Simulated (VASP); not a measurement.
Write the native input for VASP 6.6.1 that does the following.

```
Task                   : relaxation of cell and atoms
Functional             : PBE
Potentials or basis    : VASP PAW PBE potentials, release 64 (Dy_3, C), 4f in core
Cutoff                 : 600 eV
k mesh                 : 6 × 5 × 5
Occupations            : gaussian, width 0.2 eV
Spin                   : no spin polarisation
Dipole correction      : no
Further INCAR settings : ALGO = Normal; EDIFF = 1e-07; IBRION = 2; EDIFFG = -0.08; NSW = 36; ISIF = 3
```

The structure of DyC3 lies in POSCAR:

```
DyC3
1.0
    3.6126508300      0.0000000000      0.0000000000
   -1.0003837400      3.9489342900      0.0000000000
   -1.7393391900     -1.6330467000      4.3183356800
Dy C
1 3
Direct
    0.5000000000      0.5000000000      0.0000000000
    0.8899344600      0.2002934800      0.5994384400
    0.1100655400      0.7997065200      0.4005615600
    0.5000000000      0.5000000000      0.5000000000
```

The cell was generated, and may not be a known phase.

The input as run:

INCAR

```
SYSTEM = DyC3
PREC     = Accurate       ! precision mode
ENCUT    = 600            ! plane-wave cutoff, eV
EDIFF    = 1E-7           ! SCF threshold, eV
ISMEAR   = 0              ! smearing method
SIGMA    = 0.2            ! smearing width, eV
LREAL    = .FALSE.        ! projectors in reciprocal space
LASPH    = .TRUE.         ! aspherical terms in the spheres
NELM     = 200            ! most SCF steps
ALGO     = Normal         ! electronic algorithm
ISIF     = 3              ! what is computed and relaxed
LWAVE    = .FALSE.        ! write WAVECAR
LCHARG   = .FALSE.        ! write CHGCAR
GGA      = PE             ! functional
IBRION   = 2              ! ionic algorithm
NSW      = 36             ! ionic steps
EDIFFG   = -0.08          ! ionic threshold
GGA_COMPAT= .FALSE.      
NELMIN   = 4            
LMAXMIX  = 6              ! l up to which the mixer works
```

KPOINTS

```
Automatic mesh
0
G
  6 5 5
  0 0 0
```

Potentials or basis: VASP PAW PBE potentials, release 64 (Dy_3, C), 4f in core.

Run with:

```console
$ cat potpaw_PBE.64/Dy_3/POTCAR potpaw_PBE.64/C/POTCAR > POTCAR
$ mpirun -np 1 vasp_std > vasp.out
```

It gave:

| Property | Result |
| --- | --- |
| Relaxed volume | 12.01 Å³/atom |
| Relaxed cell | a = 3.705 Å, b = 3.889 Å, c = 4.848 Å, α = 127.63°, β = 107.38°, γ = 60.33° |
| Space group after relaxing (to 0.1 Å) | P-1 (No. 2) |
| Energy gained by relaxing | 2404.8 meV/atom |
| Ionic steps | 28 |
| Pressure after relaxing | -0.1 GPa |
| Largest force after relaxing | 0.024 eV/Å |
| Band gap on the k mesh | zero (an odd number of electrons rules out a gap without spin polarisation) |

Caveat: the volume moved by over 15 % at a fixed basis, so the end points are rough; spin-orbit coupling is left out, which moves the levels of the heavy elements; the 4f electrons are frozen in the core, so they carry no moment and show no levels; an odd number of electrons without spin polarisation forces a metal; a magnetic or distorted state may lie lower.

Wall time 21 min on 1 thread of Intel(R) Xeon(R) Platinum 8488C (Sapphire Rapids), with other jobs on the host, peak memory 0.27 GiB.
